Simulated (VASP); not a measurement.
Here is a VASP 6.6.1 calculation.

Contents of INCAR:

```
SYSTEM = Y3AlN4
ALGO = Normal
EDIFF = 1E-7
ENCUT = 520
GGA = PE
ISIF = 2
ISMEAR = 0
LASPH = .True.
LCHARG = .False.
LREAL = .False.
LWAVE = .False.
NBANDS = 38
NELM = 100
PREC = Accurate
SIGMA = 0.1
```

File KPOINTS:

```
k-points
0
Gamma
  6 6 2
  0 0 0
```

The input POSCAR:

```
Y3AlN4
1.0
    3.5636893500      0.0000000000      0.0000000000
    0.0000000000      3.5636893500      0.0000000000
    0.0000000000      0.0000000000     10.0796356100
Y Al N
3 1 4
Direct
    0.5000000000      0.5000000000      0.2500000000
    0.0000000000      0.0000000000      0.5000000000
    0.5000000000      0.5000000000      0.7500000000
    0.0000000000      0.0000000000      0.0000000000
    0.0000000000      0.0000000000      0.2500000000
    0.5000000000      0.5000000000      0.5000000000
    0.0000000000      0.0000000000      0.7500000000
    0.5000000000      0.5000000000      0.0000000000
```

Potentials or basis: VASP PAW PBE potentials, release 64 (Y_sv, Al, N).

The run is started by

```console
$ cat potpaw_PBE.64/Y_sv/POTCAR potpaw_PBE.64/Al/POTCAR potpaw_PBE.64/N/POTCAR > POTCAR
$ mpirun -np 1 vasp_std > vasp.out
```

(1) Estimate the band gap on the k mesh.

(2) Predict the pressure.

(3) What does it give for the largest force?

## Answers

(1) 0.34 eV.

(2) -18.8 GPa.

(3) 1.108 eV/Å.

Caveat: the cell stands under tension; semilocal functionals underestimate gaps, and a narrow one can read as zero; forces of over 1 eV/Å act on the atoms, so gaps and moduli don't describe the material at rest.
